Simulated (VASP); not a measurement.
Wanted: the native input for a VASP 6.6.1 run.

* Task: single point
* Functional: PBE
* Potentials or basis: VASP PAW PBE potentials, release 64 (Te, Au)
* Cutoff: 520 eV
* k mesh: 8 × 8 × 8
* Occupations: gaussian, width 0.1 eV
* Spin: no spin polarisation
* Dipole correction: no
* Further INCAR settings: ALGO = Normal; EDIFF = 1e-06; NBANDS = 33

The structure of TeAu4 lies in POSCAR:

```
TeAu4
1.0
    5.1076932248      0.0000000000      0.0000000000
    0.0000000000      5.1076932248      0.0000000000
    0.0000000000      0.0000000000      5.1076932248
Te Au
1 4
Direct
    0.0000000000      0.0000000000      0.0000000000
    0.5000000000      0.5000000000      0.5000000000
    0.0000000000      0.5000000000      0.5000000000
    0.5000000000      0.0000000000      0.5000000000
    0.5000000000      0.5000000000      0.0000000000
```

These files were run (other wordings do the same):

INCAR

```
SYSTEM = TeAu4
PREC     = Accurate       ! precision mode
ENCUT    = 520            ! plane-wave cutoff, eV
EDIFF    = 1E-6           ! SCF threshold, eV
ISMEAR   = 0              ! smearing method
SIGMA    = 0.1            ! smearing width, eV
LREAL    = .False.        ! projectors in reciprocal space
LASPH    = .True.         ! aspherical terms in the spheres
NELM     = 100            ! most SCF steps
ALGO     = Normal         ! electronic algorithm
ISIF     = 2              ! what is computed and relaxed
LWAVE    = .False.        ! write WAVECAR
LCHARG   = .False.        ! write CHGCAR
GGA      = PE             ! functional
NBANDS   = 33             ! bands
```

KPOINTS

```
regular mesh
0
Gamma
  8 8 8
  0 0 0
```

Potentials or basis: VASP PAW PBE potentials, release 64 (Te, Au).

The run is started by

```console
$ cat potpaw_PBE.64/Te/POTCAR potpaw_PBE.64/Au/POTCAR > POTCAR
$ mpirun -np 1 vasp_std > vasp.out
```

Results of the run:

- Pressure: -0.1 GPa
- Band gap on the k mesh: zero (band 25 reaches 4.81 eV, above the bottom of band 26 at 3.92 eV)

Caveat: spin-orbit coupling is left out, which moves the levels of the heavy elements.

Run time: 110 s on 1 thread of AMD EPYC 9R45 (Zen 5), with other jobs on the host, peak memory 0.28 GiB.
